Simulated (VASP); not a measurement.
GaB:

```
CELL_PARAMETERS angstrom
2.71824 0.00000 0.00000
0.00000 2.71824 0.00000
0.00000 0.00000 3.23621
ATOMIC_POSITIONS crystal
Ga 0.50000 0.50000 0.50000
B 0.00000 0.00000 0.00000
```

Base run:

* Program: VASP 6.6.1
* Functional: PBE
* Potentials or basis: VASP PAW PBE potentials, release 64 (Ga_d, B)
* Cutoff: 520 eV
* k mesh: 8 × 8 × 7
* Occupations: fermi-dirac, width 0.05 eV
* Spin: no spin polarisation

Its results: band gap on the k mesh zero (bands 8 and 9 overlap by 7.74 eV); pressure 0.6 GPa.

Task: The run is repeated on the same cell with these changes: functional from PBE to HSE06; k mesh from 8 × 8 × 7 to 6 × 6 × 5. What comes out?

Result: Band gap on the k mesh zero (bands 8 and 9 overlap by 8.28 eV); pressure -1.6 GPa.

Several settings changed at once.

Caveats: some runs use coarse meshes; the PAW data sets were made with another functional, which shifts forces and pressure a little (at least some runs).
